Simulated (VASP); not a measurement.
A run of VASP 6.6.1 is set up as follows.

INCAR

```
  PREC = Accurate
  ENCUT = 520
  EDIFF = 1E-6
  ISMEAR = 0
  SIGMA = 0.05
  LREAL = F
  LASPH = T
  NELM = 60
  ALGO = Normal
  ISIF = 2
  LWAVE = F
  LCHARG = F
  GGA = PS
  NBANDS = 28
```

File KPOINTS:

```
Automatic mesh
0
Gamma
  8 8 8
```

The input POSCAR:

```
SrTiO3
1.0
    3.8913815400      0.0000000000      0.0000000000
    0.0000000000      3.8913815400      0.0000000000
    0.0000000000      0.0000000000      3.8913815400
Sr Ti O
1 1 3
Direct
   -0.0329430420      0.0000000000      0.0000000000
    0.5754351160      0.5000000000      0.5000000000
   -0.0174796051      0.5000000000      0.5000000000
    0.4861014078      0.0000000000      0.5000000000
    0.4861014078      0.5000000000      0.0000000000
```

Potentials or basis: VASP PAW PBE potentials, release 64 (Sr_sv, Ti_sv, O).

The run is started by

```bash
$ cat potpaw_PBE.64/Sr_sv/POTCAR potpaw_PBE.64/Ti_sv/POTCAR potpaw_PBE.64/O/POTCAR > POTCAR
$ mpirun -np 1 vasp_std > vasp.out
```

Task: Estimate the largest force.

Result: 9.203 eV/Å.

Task: Estimate the pressure.

Result: 12.7 GPa.

Forces on the atoms (eV/Å):
```
Sr   1.284  0.000  0.000
Ti  -9.203  0.000  0.000
O    6.892  0.000  0.000
O    0.514  0.000  0.000
O    0.514  0.000  0.000
```

Caveat: the cell differs from its parent crystal (mode 1 frozen in at -0.124 Å and mode 7 at +0.224 Å (largest displacements)); the PAW data sets were made with another functional, which shifts forces and pressure a little.
